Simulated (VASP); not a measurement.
# Ag (P6_3/mmc) in VASP: further runs

The runs below take Ag through single point, with r2SCAN.

Program: VASP 6.6.1. These are calculated values, not measurements. Logs are shortened: lines on timing, memory, paths and dates and some standing lists are left out, and cuts for length are marked.

### 1 The cell of the first run

Symmetry: P6_3/mmc, No. 194, hexagonal system. Conventional cell: a = 2.870 Å, b = 2.870 Å, c = 4.692 Å, α = 90.00°, β = 90.00°, γ = 120.00°. Ag (site symmetry -6m2) has 12 Ag at 2.87 Å within 3.8 Å.

### 2 Single point, r2SCAN

POSCAR

```
Ag
1.0
    2.8701872985      0.0000000000      0.0000000000
   -1.4350936493      2.4856551142      0.0000000000
    0.0000000000      0.0000000000      4.6922174607
Ag
2
Direct
    0.6666666667      0.3333333333      0.7500000000
    0.3333333333      0.6666666667      0.2500000000
```

INCAR.step1

```
SYSTEM = Ag
PREC     = Accurate       ! precision mode
ENCUT    = 520            ! plane-wave cutoff, eV
ISMEAR   = -1             ! smearing method
SIGMA    = 0.05           ! smearing width, eV
LREAL    = .FALSE.        ! projectors in reciprocal space
LASPH    = .TRUE.         ! aspherical terms in the spheres
NELM     = 80             ! most SCF steps
NBANDS   = 18             ! bands
GGA      = PE             ! functional
ALGO     = Normal         ! electronic algorithm
EDIFF    = 1E-4           ! SCF threshold, eV
LWAVE    = .TRUE.         ! write WAVECAR
LCHARG   = .FALSE.        ! write CHGCAR
```

INCAR.step2

```
SYSTEM = Ag
PREC     = Accurate       ! precision mode
ENCUT    = 520            ! plane-wave cutoff, eV
EDIFF    = 1E-6           ! SCF threshold, eV
ISMEAR   = -1             ! smearing method
SIGMA    = 0.05           ! smearing width, eV
LREAL    = .FALSE.        ! projectors in reciprocal space
LASPH    = .TRUE.         ! aspherical terms in the spheres
NELM     = 80             ! most SCF steps
ALGO     = Normal         ! electronic algorithm
ISIF     = 2              ! what is computed and relaxed
LWAVE    = .FALSE.        ! write WAVECAR
LCHARG   = .TRUE.         ! write CHGCAR
METAGGA  = R2SCAN         ! meta-GGA
LMIXTAU  = .TRUE.       
LELF     = .TRUE.         ! ELF
LVHAR    = .TRUE.       
NBANDS   = 18             ! bands
ISTART   = 1
```

KPOINTS

```
regular mesh
0
G
  10 10 6
  0 0 0
```

Potentials or basis: VASP PAW PBE potentials, release 64 (Ag).

Command:

```console
> cat potpaw_PBE.64/Ag/POTCAR > POTCAR
> cp INCAR.step1 INCAR
> mpirun -np 1 vasp_std > vasp.out
> cp INCAR.step2 INCAR
> mpirun -np 1 vasp_std > vasp.out
```

OUTCAR:

```text
SYSTEM = Ag
   PREC = Accurate
   ENCUT = 520
   EDIFF = 1E-6
   ISMEAR = -1
   LREAL = .FALSE.
   LASPH = .TRUE.
   NELM = 80
   ISIF = 2
   METAGGA = R2SCAN
   ISTART = 1

 ion  position               nearest neighbor table
   1  0.667  0.333  0.750-   2 2.87   2 2.87   2 2.87   2 2.87   2 2.87   2 2.87
   2  0.333  0.667  0.250-   1 2.87   1 2.87   1 2.87   1 2.87   1 2.87   1 2.87

  LATTYP: Found a hexagonal cell.
 ALAT       =     2.8701872985
 C/A-ratio  =     1.6348122867

  Lattice vectors:

 A1 = (   2.8701872985,   0.0000000000,   0.0000000000)
 A2 = (  -1.4350936493,   2.4856551142,   0.0000000000)
 A3 = (   0.0000000000,   0.0000000000,   4.6922174607)

Analysis of symmetry for initial positions (statically):
=====================================================================
 Subroutine PRICEL returns:
 Original cell was already a primitive cell.

 Routine SETGRP: Setting up the symmetry group for a
 hexagonal supercell.

 Subroutine GETGRP returns: Found 24 space group operations
 (whereof 12 operations were pure point group operations)
 out of a pool of 24 trial point group operations.

The static configuration has the point symmetry D_3d.
 The point group associated with its full space group is D_6h.

Analysis of symmetry for dynamics (positions and initial velocities):
=====================================================================
 Subroutine PRICEL returns:
 Original cell was already a primitive cell.

 Routine SETGRP: Setting up the symmetry group for a
 hexagonal supercell.

 Subroutine GETGRP returns: Found 24 space group operations
 (whereof 12 operations were pure point group operations)
 out of a pool of 24 trial point group operations.

The dynamic configuration has the point symmetry D_3d.
 The point group associated with its full space group is D_6h.

 Subroutine INISYM returns: Found 24 space group operations
 (whereof 12 operations are pure point group operations),
 and found     1 'primitive' translations

----------------------------------------------------------------------------------------

                                     Primitive cell

  volume of cell :      33.4757

  direct lattice vectors                    reciprocal lattice vectors
     2.870187298  0.000000000  0.000000000     0.348409318  0.201154214  0.000000000
[... 75 lines left out ...]
   NGXF,Y,Z  is equivalent  to a cutoff of  27.80, 27.80, 25.51 a.u.
 SYSTEM =  Ag
   PREC   = accura    normal or accurate (medium, high low for compatibility)
   ISTART =      1    job   : 0-new  1-cont  2-samecut
   ICHARG =      0    charge: 1-file 2-atom 10-const
   ISPIN  =      1    spin polarized calculation?
   LNONCOLLINEAR =      F non collinear calculations
   LSORBIT =      F    spin-orbit coupling
   LASPH  =      T    aspherical Exc in radial PAW
   ENCUT  =  520.0 eV  38.22 Ry    6.18 a.u.   5.34  5.34  8.72*2*pi/ulx,y,z
   NELM   =     80;   NELMIN=  2; NELMDL=  0     # of ELM steps
   EDIFF  = 0.1E-05   stopping-criterion for ELM
   LREAL  =      F    real-space projection
   EDIFFG = 0.1E-04   stopping-criterion for IOM
   NSW    =      0    number of steps for IOM
   IBRION =     -1    ionic relax: 0-MD 1-quasi-New 2-CG
   NFREE  =      0    steps in history (QN), initial steepest desc. (CG)
   ISIF   =      2    stress and relaxation
   ISYM   =      2    0-nonsym 1-usesym 2-fastsym
   POTIM  = 0.5000    time-step for ionic-motion
   TEBEG  =    0.0;   TEEND  =   0.0 temperature during run
   PSTRESS=    0.0 pullay stress
   NELECT =      22.0000    total number of electrons
   NUPDOWN=      -1.0000    fix difference up-down
   EMIN   =  10.00;   EMAX   =-10.00  energy-range for DOS
   EFERMI =   0.00;   METHOD = LEGACY
   ISMEAR =    -1;   SIGMA  =   0.05  broadening in eV -4-tet -1-fermi 0-gaus
   EFERMI_NEDOS =   21; number of points for ismear=-14 and -15
   IALGO  =     38    algorithm
   IMIX   =      4    mixing-type and parameters
     AMIX     =   0.40;   BMIX     =  1.00
     AMIX_MAG =   1.60;   BMIX_MAG =  1.00
  volume/ion in A,a.u.               =      16.74       112.95
  Fermi-wavevector in a.u.,A,eV,Ry     =   1.423331  2.689706 27.563659  2.025872
  Thomas-Fermi vector in A             =   2.543940
   LORBIT       =      0    0 simple, 1 ext, 2 COOP (PROOUT), +10 PAW based schemes
   METAGGA = R2SCAN    functional components
   LHFCALC =     F    Hartree Fock is set to
   AEXX    =    0.0000 exact exchange contribution
   IVDW    =     0    specifies the selected vdW correction
   LEPSILON=     F    determine dielectric tensor
   LRPA    =     F    only Hartree local field effects (RPA)
 non-spin polarized calculation
  energy-cutoff  :      520.00
  volume of cell :       33.48
 maximum number of plane-waves:       917
 NGX is ok and might be reduce to    24
   NGX = 11   NGY = 11   NGZ = 17

 number of electron      21.9999997 magnetization

 Free energy of the ion-electron system (eV)
  ---------------------------------------------------
  ext. energy  EPLUGINS =         0.00000000
  ---------------------------------------------------
  free energy    TOTEN  =       -42.68226317 eV

  energy without entropy =      -42.67677332  energy(sigma->0) =      -42.67951824

 E-fermi :   8.7001     XC(G=0): -13.0923

 val. band max:        8.4852528651   @ k =   0.3000   0.0000   0.3333
 cond. band min:       8.7480789044   @ k =   0.3000   0.2000   0.3333
 fundamental gap:      0.2628260394
 Fermi energy:         8.7000894259

 k-point     1 :       0.0000    0.0000    0.0000
  band No.  band energies     occupation
      1       0.5917      2.00000
      2       1.8405      2.00000
      3       3.4756      2.00000
      4       3.5785      2.00000
      5       3.5785      2.00000
      6       3.8299      2.00000
[... 481 lines left out ...]
      5       3.5039      2.00000
      6       4.1612      2.00000
[... 10 lines left out ...]
     17      21.7300      0.00000
     18      23.8435      0.00000

 [... further k-points ...]
[... 5 lines left out ...]
  --------------------------------------------------------------------------------------
  -------------------------------------------------------------------------------------
  Total        0.9617493      0.9617493      0.8109087     -0.0000000      0.0000000      0.0000000
  in kB       46.0302373     46.0302373     38.8108654     -0.0000000      0.0000000      0.0000000
  external PRESSURE =      43.6237800 kB  Pullay stress =       0.0000000 kB

 VOLUME and BASIS-vectors are now :
 -----------------------------------------------------------------------------
  energy-cutoff  :      520.00
  volume of cell :       33.48
      direct lattice vectors                 reciprocal lattice vectors
     2.870187298  0.000000000  0.000000000     0.348409318  0.201154214  0.000000000
    -1.435093649  2.485655114  0.000000000     0.000000000  0.402308427  0.000000000
     0.000000000  0.000000000  4.692217461     0.000000000  0.000000000  0.213118852

 POSITION                                       TOTAL-FORCE (eV/Angst)
 -----------------------------------------------------------------------------------
      1.43509      0.82855      3.51916         0.000000      0.000000      0.000000
     -0.00000      1.65710      1.17305        -0.000000     -0.000000      0.000000
 -----------------------------------------------------------------------------------
    total drift:                               -0.000000      0.000000     -0.000000

  FREE ENERGIE OF THE ION-ELECTRON SYSTEM (eV)
  ---------------------------------------------------
  free  energy   TOTEN  =       -42.6822631665 eV

  energy  without entropy=      -42.6767733193  energy(sigma->0) =      -42.67951824
```

Run time: 2.2 min. Hardware: 1 thread of Intel Xeon Platinum 8375C at 2.90GHz (Ice Lake), shared host; peak memory 0.17 GiB.

Results:

| Quantity | Value |
| --- | --- |
| Free energy | -42.6823 eV |
| Pressure | 4.4 GPa |
| Band gap on the k mesh | zero (band 11 reaches 12.01 eV, above the bottom of band 12 at 4.93 eV) |

Stress tensor (GPa, compression positive):
```
4.60 0.00 0.00
0.00 4.60 0.00
0.00 0.00 3.88
```

Caveat: the PAW data sets were made with another functional, which shifts forces and pressure a little.

### 3 Single point, r2SCAN

This run uses another cell than the first one, of 17.09 Å³/atom, 1.021 times its volume.

POSCAR

```
Ag
1.0
    2.8904005511      0.0000000000      0.0000000000
   -1.4452002756      2.5031603044      0.0000000000
    0.0000000000      0.0000000000      4.7252623344
Ag
2
Direct
    0.6666666667      0.3333333333      0.7500000000
    0.3333333333      0.6666666667      0.2500000000
```

INCAR.step1

```
SYSTEM = Ag
ALGO = Normal
EDIFF = 1E-4
ENCUT = 520
GGA = PE
ISMEAR = -1
LASPH = .TRUE.
LCHARG = .FALSE.
LREAL = .FALSE.
LWAVE = .TRUE.
NBANDS = 18
NELM = 100
PREC = Accurate
SIGMA = 0.05
```

INCAR.step2

```
SYSTEM = Ag
ALGO = Normal
EDIFF = 1E-6
ENCUT = 520
ISIF = 2
ISMEAR = -1
ISTART = 1
LASPH = .TRUE.
LCHARG = .FALSE.
LMIXTAU = .TRUE.
LREAL = .FALSE.
LWAVE = .FALSE.
METAGGA = R2SCAN
NBANDS = 18
NELM = 100
PREC = Accurate
SIGMA = 0.05
```

KPOINTS

```
k-points
0
G
  10 10 6
  0 0 0
```

Potentials or basis: VASP PAW PBE potentials, release 64 (Ag).

Command:

```console
> cat potpaw_PBE.64/Ag/POTCAR > POTCAR
> cp INCAR.step1 INCAR
> mpirun -np 1 vasp_std > vasp.out
> cp INCAR.step2 INCAR
> mpirun -np 1 vasp_std > vasp.out
```

Wall time 2.3 min (1 thread of Intel Xeon Platinum 8375C at 2.90GHz (Ice Lake), shared host); peak memory 0.17 GiB.

It converged, with:

```yaml
Free_energy: -42.6961 eV
Pressure: 1.8 GPa
Band_gap_on_the_k_mesh: zero (band 11 reaches 11.66 eV, above the bottom of band 12 at 4.67 eV)
```

Stress tensor (GPa, compression positive):
```
2.07 0.00 0.00
0.00 2.07 0.00
0.00 0.00 1.35
```

Levels at points of the mesh, in eV from the Fermi level:
```csv
k point,band 9,band 10,band 11,band 12,band 13,band 14
"(0.00, 0.00, 0.00)",-4.44,-3.42,-3.42,-0.33,3.67,16.29
"(0.50, 0.00, 0.00)",-3.23,-3.13,0.12,1.59,7.18,7.42
"(0.00, 0.00, 0.50)",-3.74,-3.74,-3.74,-3.74,11.51,11.51
"(0.50, 0.00, 0.50)",-3.19,-3.19,0.85,0.85,4.74,4.74
```

Caveat: the PAW data sets were made with another functional, which shifts forces and pressure a little.

### 4 Single point, r2SCAN

This run uses another cell than the first one, of 17.45 Å³/atom, 1.043 times its volume.

POSCAR

```
Ag
1.0
    2.9103349780      0.0000000000      0.0000000000
   -1.4551674890      2.5204240244      0.0000000000
    0.0000000000      0.0000000000      4.7578513803
Ag
2
Direct
    0.6666666667      0.3333333333      0.7500000000
    0.3333333333      0.6666666667      0.2500000000
```

INCAR.step1

```
SYSTEM = Ag
  PREC = Accurate
  ENCUT = 520
  ISMEAR = -1
  SIGMA = 0.05
  LREAL = .False.
  LASPH = .True.
  NELM = 80
  NBANDS = 18
  GGA = PE
  ALGO = Normal
  EDIFF = 1E-4
  LWAVE = .True.
  LCHARG = .False.
```

INCAR.step2

```
SYSTEM = Ag
  PREC = Accurate
  ENCUT = 520
  EDIFF = 1E-7
  ISMEAR = -1
  SIGMA = 0.05
  LREAL = .False.
  LASPH = .True.
  NELM = 80
  ALGO = Normal
  ISIF = 2
  LWAVE = .False.
  LCHARG = .False.
  METAGGA = R2SCAN
  LMIXTAU = .True.
  NBANDS = 18
  ISTART = 1
```

KPOINTS

```
Automatic mesh
0
Gamma
  10 10 6
  0 0 0
```

Command:

```console
> cat potpaw_PBE.64/Ag/POTCAR > POTCAR
> cp INCAR.step1 INCAR
> mpirun -np 1 vasp_std > vasp.out
> cp INCAR.step2 INCAR
> mpirun -np 1 vasp_std > vasp.out
```

Run time: 2.5 min. Hardware: 1 thread of Intel Xeon Platinum 8375C at 2.90GHz (Ice Lake), shared host; peak memory 0.17 GiB.

The run converged. Its results:

```yaml
Free_energy: -42.6995 eV
Pressure: -0.4 GPa
Band_gap_on_the_k_mesh: zero (band 11 reaches 11.33 eV, above the bottom of band 12 at 4.41 eV)
```

Stress tensor (GPa, compression positive):
```
-0.16  0.00  0.00
 0.00 -0.16  0.00
 0.00  0.00 -0.87
```

Levels at points of the mesh, in eV from the Fermi level:
```
           k point  band 7  band 8  band 9  band 10  band 11  band 12  band 13  band 14  band 15  band 16
(0.00, 0.00, 0.00)   -4.73   -4.39   -4.39    -3.40    -3.40    -0.27     3.56    16.23    18.17    18.46
(0.50, 0.00, 0.00)   -4.02   -3.26   -3.22    -3.13     0.14     1.54     7.09     7.33     9.55    10.61
(0.00, 0.00, 0.50)   -4.69   -4.69   -3.71    -3.71    -3.71    -3.71    11.36    11.36    16.60    16.60
(0.50, 0.00, 0.50)   -3.43   -3.43   -3.18    -3.18     0.88     0.88     4.62     4.62    13.99    13.99
```

Caveat: the PAW data sets were made with another functional, which shifts forces and pressure a little.

### 5 Single point, r2SCAN

This run uses another cell than the first one, of 17.81 Å³/atom, 1.064 times its volume.

POSCAR

```
Ag
1.0
    2.9300000000      0.0000000000      0.0000000000
   -1.4650000000      2.5374544331      0.0000000000
    0.0000000000      0.0000000000      4.7900000000
Ag
2
Direct
    0.6666666667      0.3333333333      0.7500000000
    0.3333333333      0.6666666667      0.2500000000
```

INCAR.step1

```
SYSTEM = Ag
ALGO = Normal
EDIFF = 1E-4
ENCUT = 520
GGA = PE
ISMEAR = -1
LASPH = .TRUE.
LCHARG = .FALSE.
LREAL = .FALSE.
LWAVE = .TRUE.
NBANDS = 18
NELM = 60
PREC = Accurate
SIGMA = 0.05
```

INCAR.step2

```
SYSTEM = Ag
ALGO = Normal
EDIFF = 1E-6
ENCUT = 520
ISIF = 2
ISMEAR = -1
ISTART = 1
LASPH = .TRUE.
LCHARG = .TRUE.
LELF = .TRUE.
LMIXTAU = .TRUE.
LREAL = .FALSE.
LVHAR = .TRUE.
LWAVE = .FALSE.
METAGGA = R2SCAN
NBANDS = 18
NELM = 60
PREC = Accurate
SIGMA = 0.05
```

KPOINTS

```
k-points
0
G
  10 10 6
  0 0 0
```

Command:

```console
> cat potpaw_PBE.64/Ag/POTCAR > POTCAR
> cp INCAR.step1 INCAR
> mpirun -np 1 vasp_std > vasp.out
> cp INCAR.step2 INCAR
> mpirun -np 1 vasp_std > vasp.out
```

Wall time 1.8 min (1 thread of Intel Xeon Platinum 8375C at 2.90GHz (Ice Lake), shared host); peak memory 0.17 GiB.

It converged, with:

```yaml
Free_energy: -42.6937 eV
Pressure: -2.3 GPa
Band_gap_on_the_k_mesh: zero (band 11 reaches 11.01 eV, above the bottom of band 12 at 4.16 eV)
```

Stress tensor (GPa, compression positive):
```
-2.07  0.00  0.00
 0.00 -2.07  0.00
 0.00  0.00 -2.79
```

Levels at points of the mesh, in eV from the Fermi level:
```tsv
k point	band 8	band 9	band 10	band 11	band 12	band 13	band 14	band 15
(0.00, 0.00, 0.00)	-4.34	-4.34	-3.38	-3.38	-0.21	3.45	16.17	18.08
(0.50, 0.00, 0.00)	-3.25	-3.20	-3.12	0.15	1.50	6.99	7.25	9.37
(0.00, 0.00, 0.50)	-4.60	-3.68	-3.68	-3.68	-3.68	11.20	11.20	16.53
(0.50, 0.00, 0.50)	-3.40	-3.17	-3.17	0.91	0.91	4.50	4.50	13.82
```

Caveat: the PAW data sets were made with another functional, which shifts forces and pressure a little.

### 6 Single point, r2SCAN

This run uses another cell than the first one, of 18.16 Å³/atom, 1.085 times its volume.

POSCAR

```
Ag
1.0
    2.9494045390      0.0000000000      0.0000000000
   -1.4747022695      2.5542592568      0.0000000000
    0.0000000000      0.0000000000      4.8217227788
Ag
2
Direct
    0.6666666667      0.3333333333      0.7500000000
    0.3333333333      0.6666666667      0.2500000000
```

INCAR.step1

```
SYSTEM = Ag
PREC = Accurate ; ENCUT = 520
ISMEAR = -1 ; SIGMA = 0.05
LREAL = .FALSE. ; LASPH = .TRUE.
NELM = 80 ; NBANDS = 18
GGA = PE ; ALGO = Normal
EDIFF = 1E-4 ; LWAVE = .TRUE.
LCHARG = .FALSE.
```

INCAR.step2

```
SYSTEM = Ag
PREC = Accurate ; ENCUT = 520
EDIFF = 1E-6 ; ISMEAR = -1
SIGMA = 0.05 ; LREAL = .FALSE.
LASPH = .TRUE. ; NELM = 80
ALGO = Normal ; ISIF = 2
LWAVE = .FALSE. ; LCHARG = .FALSE.
METAGGA = R2SCAN ; LMIXTAU = .TRUE.
NBANDS = 18 ; ISTART = 1
```

KPOINTS

```
Automatic mesh
0
G
  10 10 6
  0 0 0
```

Potentials or basis: VASP PAW PBE potentials, release 64 (Ag).

Command:

```console
> cat potpaw_PBE.64/Ag/POTCAR > POTCAR
> cp INCAR.step1 INCAR
> mpirun -np 1 vasp_std > vasp.out
> cp INCAR.step2 INCAR
> mpirun -np 1 vasp_std > vasp.out
```

It took 1.8 min on 1 thread of Intel Xeon Platinum 8375C at 2.90GHz (Ice Lake), shared host; peak memory 0.17 GiB.

It converged, with:

```yaml
Free_energy: -42.6798 eV
Pressure: -4.0 GPa
Band_gap_on_the_k_mesh: zero (band 11 reaches 10.71 eV, above the bottom of band 12 at 3.93 eV)
```

Stress tensor (GPa, compression positive):
```
-3.74  0.00  0.00
 0.00 -3.74  0.00
 0.00  0.00 -4.47
```

Levels at points of the mesh, in eV from the Fermi level:
```tsv
k point	band 9	band 10	band 11	band 12	band 13	band 14
(0.00, 0.00, 0.00)	-4.29	-3.36	-3.36	-0.15	3.35	16.11
(0.50, 0.00, 0.00)	-3.19	-3.11	0.17	1.46	6.90	7.17
(0.00, 0.00, 0.50)	-3.65	-3.65	-3.65	-3.65	11.05	11.05
(0.50, 0.00, 0.50)	-3.16	-3.16	0.94	0.94	4.39	4.39
```

Caveat: the PAW data sets were made with another functional, which shifts forces and pressure a little.

### 7 Overview

| cell | gap on the mesh (eV) | pressure (GPa) |
| --- | --- | --- |
| a = 2.870, b = 2.870, c = 4.692 Å, angles 90.0, 90.0, 120.0°, 2 atoms | none | 4.4 |
| a = 2.890, b = 2.890, c = 4.725 Å, angles 90.0, 90.0, 120.0°, 2 atoms | none | 1.8 |
| a = 2.910, b = 2.910, c = 4.758 Å, angles 90.0, 90.0, 120.0°, 2 atoms | none | -0.4 |
| a = 2.930, b = 2.930, c = 4.790 Å, angles 90.0, 90.0, 120.0°, 2 atoms | none | -2.3 |
| a = 2.949, b = 2.949, c = 4.822 Å, angles 90.0, 90.0, 120.0°, 2 atoms | none | -4.0 |

Alike in all rows: task single point; level r2SCAN; potentials or basis VASP PAW PBE potentials, release 64 (Ag); no spin polarisation; k mesh 10 × 10 × 6; cutoff (eV) 520; smearing fermi-dirac 0.05 eV.

Caveats: the PAW data sets were made with another functional, which shifts forces and pressure a little.

Absolute energies hang on the potentials; compare differences alone.
